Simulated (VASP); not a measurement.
Write the native input for VASP 6.6.1 that does the following.

* Task: relaxation of cell and atoms
* Functional: PBE
* Potentials or basis: VASP PAW PBE potentials, release 64 (Li_sv, S)
* Cutoff: 600 eV
* k mesh: 4 × 4 × 4
* Occupations: gaussian, width 0.1 eV
* Spin: no spin polarisation
* Dipole correction: no
* Further INCAR settings: ALGO = Normal; EDIFF = 1e-07; IBRION = 2; EDIFFG = -0.04; NSW = 90; ISIF = 3

The structure of LiS3 lies in POSCAR:

```
LiS3
1.0
    4.6133503900      0.0000000000      0.0000000000
    0.0000000000      4.6133503900      0.0000000000
    0.0000000000      0.0000000000      4.6133503900
Li S
1 3
Direct
    0.0000000000      0.0000000000      0.0000000000
    0.5000000000      0.0000000000      0.0000000000
    0.0000000000      0.5000000000      0.0000000000
    0.0000000000      0.0000000000      0.5000000000
```

One way to write it, as run:

INCAR

```
SYSTEM = LiS3
  PREC = Accurate
  ENCUT = 600
  EDIFF = 1E-7
  ISMEAR = 0
  SIGMA = 0.1
  LREAL = .FALSE.
  LASPH = .TRUE.
  NELM = 80
  ALGO = Normal
  ISIF = 3
  LWAVE = .FALSE.
  LCHARG = .FALSE.
  GGA = PE
  IBRION = 2
  NSW = 90
  EDIFFG = -0.04
```

KPOINTS

```
Automatic mesh
0
G
  4 4 4
  0 0 0
```

Potentials or basis: VASP PAW PBE potentials, release 64 (Li_sv, S).

Run with:

```bash
$ cat potpaw_PBE.64/Li_sv/POTCAR potpaw_PBE.64/S/POTCAR > POTCAR
$ mpirun -np 1 vasp_std > vasp.out
```

It gave:

```yaml
Relaxed_volume: 21.43 Å³/atom
Relaxed_cell: a = 4.409 Å, b = 4.409 Å, c = 4.409 Å, α = 90.00°, β = 90.00°, γ = 90.00°
Space_group_after_relaxing_to_0.05_Å: Pm-3m (No. 221)
Energy_gained_by_relaxing: 41.7 meV/atom
Ionic_steps: 3
Pressure_after_relaxing: -0.2 GPa
```

Caveat: the cutoff is under 1.25 times the usual one of these potentials, so pressure, stress and relaxed cells hold a basis-set (Pulay) error.

It took 110 s on 1 thread of Intel Xeon 6975P-C (shared host), peak memory 0.24 GiB.
